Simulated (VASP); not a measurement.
Set up this calculation in VASP 6.6.1, as the native input.

| Quantity | Value |
| --- | --- |
| Task | single point |
| Functional | r2SCAN |
| Potentials or basis | VASP PAW PBE potentials, release 64 (Ca_sv, O_h) |
| Cutoff | 910 eV |
| k mesh | 8 × 8 × 8 |
| Occupations | gaussian, width 0.01 eV |
| Spin | no spin polarisation |
| Dipole correction | no |
| Further INCAR settings | ALGO = Normal; EDIFF = 1e-06; NBANDS = 15 |

CaO:

```
Ca O
1.0
     0.00000    2.60673    2.52227
     2.60673    0.00000    2.52227
     2.60673    2.60673    0.00000
Ca O
1 1
Direct
  0.00000 0.00000 0.00000
  0.25000 0.25000 0.25000
```

This cell differs from its parent crystal: uniaxial z strain -3.2%.

One way to write it, as run:

POSCAR

```
CaO
1.0
    0.0000000000      2.6067317416      2.5222736332
    2.6067317416      0.0000000000      2.5222736332
    2.6067317416      2.6067317416      0.0000000000
Ca O
1 1
Direct
    0.0000000000      0.0000000000      0.0000000000
    0.2500000000      0.2500000000      0.2500000000
```

INCAR.step1

```
SYSTEM = CaO
PREC     = Accurate       ! precision mode
ENCUT    = 910            ! plane-wave cutoff, eV
ISMEAR   = 0              ! smearing method
SIGMA    = 0.01           ! smearing width, eV
LREAL    = .FALSE.        ! projectors in reciprocal space
LASPH    = .TRUE.         ! aspherical terms in the spheres
NELM     = 120            ! most SCF steps
NBANDS   = 15             ! bands
GGA      = PE             ! functional
ALGO     = Normal         ! electronic algorithm
EDIFF    = 1E-5           ! SCF threshold, eV
LWAVE    = .TRUE.         ! write WAVECAR
LCHARG   = .FALSE.        ! write CHGCAR
GGA_COMPAT= .FALSE.
```

INCAR.step2

```
SYSTEM = CaO
PREC     = Accurate       ! precision mode
ENCUT    = 910            ! plane-wave cutoff, eV
EDIFF    = 1E-6           ! SCF threshold, eV
ISMEAR   = 0              ! smearing method
SIGMA    = 0.01           ! smearing width, eV
LREAL    = .FALSE.        ! projectors in reciprocal space
LASPH    = .TRUE.         ! aspherical terms in the spheres
NELM     = 120            ! most SCF steps
ALGO     = Normal         ! electronic algorithm
ISIF     = 2              ! what is computed and relaxed
LWAVE    = .FALSE.        ! write WAVECAR
LCHARG   = .TRUE.         ! write CHGCAR
METAGGA  = R2SCAN         ! meta-GGA
LMIXTAU  = .TRUE.       
LELF     = .TRUE.         ! ELF
LVHAR    = .TRUE.       
NBANDS   = 15             ! bands
ISTART   = 1            
GGA_COMPAT= .FALSE.
```

KPOINTS

```
Automatic mesh
0
G
  8 8 8
  0 0 0
```

Potentials or basis: VASP PAW PBE potentials, release 64 (Ca_sv, O_h).

Launch:

```bash
$ cat potpaw_PBE.64/Ca_sv/POTCAR potpaw_PBE.64/O_h/POTCAR > POTCAR
$ cp INCAR.step1 INCAR
$ mpirun -np 1 vasp_std > vasp.out
$ cp INCAR.step2 INCAR
$ mpirun -np 1 vasp_std > vasp.out
```

It gave:

The pressure is 3.7 GPa and the band gap on the k mesh is 3.83 eV (least direct gap 4.52 eV).

Caveat: the cell differs from its parent crystal (uniaxial z strain -3.2%); the cutoff is under 1.25 times the usual one of these potentials, so pressure, stress and relaxed cells hold a basis-set (Pulay) error; the cell stands under pressure; the PAW data sets were made with another functional, which shifts forces and pressure a little.

Run time: 7.2 min on 1 thread of AMD EPYC 7R43 64-Core Processor (Zen 3), with other jobs on the host, peak memory 0.22 GiB.
